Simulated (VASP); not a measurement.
Write the native input for VASP 6.6.1 that does the following.

- Task: single point
- Functional: PBEsol
- Potentials or basis: VASP PAW PBE potentials, release 64 (O)
- Cutoff: 600 eV
- k mesh: 16 × 16 × 16
- Occupations: fermi-dirac, width 0.05 eV
- Spin: no spin polarisation
- Dipole correction: no
- Further INCAR settings: ALGO = Normal; EDIFF = 1e-06; NBANDS = 9

The structure of O lies in POSCAR:

```
O
1.0
    1.7824694354      0.0000000000      0.0000000000
    0.0000000000      1.7824694354      0.0000000000
    0.0000000000      0.0000000000      1.7824694354
O
1
Direct
    0.0000000000      0.0000000000      0.0000000000
```

This cell differs from its parent crystal: volume scaled by 0.75.

The input as run:

INCAR

```
SYSTEM = O
PREC = Accurate
ENCUT = 600
EDIFF = 1E-6
ISMEAR = -1
SIGMA = 0.05
LREAL = .False.
LASPH = .True.
NELM = 120
ALGO = Normal
ISIF = 2
LWAVE = .False.
LCHARG = .True.
GGA = PS
LELF = .True.
LVHAR = .True.
NBANDS = 9
GGA_COMPAT = .False.
```

KPOINTS

```
regular mesh
0
Gamma
  16 16 16
  0 0 0
```

Potentials or basis: VASP PAW PBE potentials, release 64 (O).

Run with:

```console
$ cat potpaw_PBE.64/O/POTCAR > POTCAR
$ mpirun -np 1 vasp_std > vasp.out
```

Results of the run:

```json
{
  "Pressure": "107.9 GPa",
  "Band gap on the k mesh": "zero (band 3 reaches 11.10 eV, above the bottom of band 4 at 2.50 eV)"
}
```

Caveat: the PAW data sets were made with another functional, which shifts forces and pressure a little.

Wall time 4.9 s on 1 thread of Intel Xeon 6455B (shared host), peak memory 0.11 GiB.
